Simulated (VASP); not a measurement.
Wanted: the native input for a VASP 6.6.1 run.

| Property | Result |
| --- | --- |
| Task | single point |
| Functional | r2SCAN |
| Potentials or basis | VASP PAW PBE potentials, release 64 (Ti_sv, C) |
| Cutoff | 520 eV |
| k mesh | 18 × 18 × 18 |
| Occupations | gaussian, width 0.15 eV |
| Spin | no spin polarisation |
| Dipole correction | no |
| Further INCAR settings | ALGO = Normal; EDIFF = 1e-06; NBANDS = 15 |

Crystal: TiC.

```
Ti C
1.0
     0.00000    2.16400    2.16400
     2.16400    0.00000    2.16400
     2.16400    2.16400    0.00000
Ti C
1 1
Direct
  0.00000 0.00000 0.00000
  0.50866 0.49134 0.50866
```

This cell differs from its parent crystal: all C atoms moved +0.037 Å, as atom 2 along Cartesian [0 1 0].

One way to write it, as run:

POSCAR

```
TiC
1.0
    0.0000000000      2.1640000000      2.1640000000
    2.1640000000      0.0000000000      2.1640000000
    2.1640000000      2.1640000000      0.0000000000
Ti C
1 1
Direct
    0.0000000000      0.0000000000      0.0000000000
    0.5086645102      0.4913354898      0.5086645102
```

INCAR.step1

```
PREC     = Accurate       # precision mode
ENCUT    = 520            # plane-wave cutoff, eV
ISMEAR   = 0              # smearing method
SIGMA    = 0.15           # smearing width, eV
LREAL    = False          # projectors in reciprocal space
LASPH    = True           # aspherical terms in the spheres
NELM     = 80             # most SCF steps
NBANDS   = 15             # bands
GGA      = PE             # functional
ALGO     = Normal         # electronic algorithm
EDIFF    = 1E-4           # SCF threshold, eV
LWAVE    = True           # write WAVECAR
LCHARG   = False          # write CHGCAR
```

INCAR.step2

```
PREC     = Accurate       # precision mode
ENCUT    = 520            # plane-wave cutoff, eV
EDIFF    = 1E-6           # SCF threshold, eV
ISMEAR   = 0              # smearing method
SIGMA    = 0.15           # smearing width, eV
LREAL    = False          # projectors in reciprocal space
LASPH    = True           # aspherical terms in the spheres
NELM     = 80             # most SCF steps
ALGO     = Normal         # electronic algorithm
ISIF     = 2              # what is computed and relaxed
LWAVE    = False          # write WAVECAR
LCHARG   = False          # write CHGCAR
METAGGA  = R2SCAN         # meta-GGA
LMIXTAU  = True         
NBANDS   = 15             # bands
ISTART   = 1
```

KPOINTS

```
regular mesh
0
Gamma
  18 18 18
```

Potentials or basis: VASP PAW PBE potentials, release 64 (Ti_sv, C).

Command:

```console
$ cat potpaw_PBE.64/Ti_sv/POTCAR potpaw_PBE.64/C/POTCAR > POTCAR
$ cp INCAR.step1 INCAR
$ mpirun -np 1 vasp_std > vasp.out
$ cp INCAR.step2 INCAR
$ mpirun -np 1 vasp_std > vasp.out
```

It gave:

```yaml
Pressure: 1.1 GPa
Largest_force: 0.351 eV/Å
Band_gap_on_the_k_mesh: zero (bands 8 and 9 overlap by 1.34 eV)
```

Caveat: the cell differs from its parent crystal (all C atoms moved +0.037 Å, as atom 2 along Cartesian [0 1 0]); the PAW data sets were made with another functional, which shifts forces and pressure a little.

It took 4.9 min on 1 thread of AMD EPYC 9R45 96-Core Processor (Zen 5), on a shared host, peak memory 0.24 GiB.
